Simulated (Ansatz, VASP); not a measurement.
**Co in VASP and in Ansatz**

The input INCAR:

```
SYSTEM = Co
PREC = Accurate
ENCUT = 520
EDIFF = 1E-6
ISMEAR = -1
SIGMA = 0.1
LREAL = .FALSE.
LASPH = .TRUE.
NELM = 150
ALGO = Normal
ISIF = 2
LWAVE = .FALSE.
LCHARG = .TRUE.
ISPIN = 2
MAGMOM = 3 3
LORBIT = 11
LMAXMIX = 4
GGA = PE
LELF = .TRUE.
LVHAR = .TRUE.
NBANDS = 20
```

Contents of KPOINTS:

```
regular mesh
0
G
  11 11 6
  0 0 0
```

File POSCAR:

```
Co
1.0
    2.5053999800      0.0000000000      0.0000000000
   -1.2526999900      2.1697400300      0.0000000000
    0.0000000000      0.0000000000      4.0893000000
Co
2
Direct
    0.3333333300      0.6666666700      0.2500000000
    0.6666666700      0.3333333300      0.7500000000
```

Input for Ansatz:

```yaml
crystal:
  lattice:
    - [2.50539998, 0.0, 0.0]
    - [-1.25269999, 2.16974003, 0.0]
    - [0.0, 0.0, 4.0893]
  atoms:
    - { symbol: Co, position: [0.33333333, 0.66666667, 0.25], spin: 3.0 }
    - { symbol: Co, position: [0.66666667, 0.33333333, 0.75], spin: 3.0 }
magnetization:
  spin_polarized: true
hamiltonian:
  xc: pbe
  pseudopotentials: { kind: paw }
basis:
  ecutwfc: 420
kpoints:
  mp_grid: { grid: [11, 11, 6] }
scf:
  occupations: { method: fermi_dirac, width: 0.1 }
  lower_state_search: "off"
output:
  forces: true
  stress: true
```

Alike in both runs: task single point; functional PBE; k mesh 11 × 11 × 6; occupations fermi-dirac, width 0.1 eV; collinear spin.

```csv
,VASP,Ansatz
version,VASP 6.6.1,Ansatz 0.2.0
potentials or method,"VASP PAW PBE potentials, release 64 (Co), cutoff 520 eV","PAW, plane waves, scalar-relativistic"
valence electrons in the cell,18,34
```

```csv
,VASP,Ansatz,Ansatz less VASP
pressure (GPa),-5.8,-5.1,+0.68
"traceless stress, the component that is largest in VASP (GPa)",-1.23,-1.15,+0.083
net moment per atom (μB),1.58,1.59,+0.008
size of the moment on the site where the two differ most (μB),1.61,1.67,+0.062
```

Site moments also hang on the region over which each program counts them. The functional is the same, so the differences come from potentials, cutoffs and numerics. VASP's potentials hold 18 valence electrons a cell and Ansatz's 34, so a difference there can come from the potentials and not from the codes.
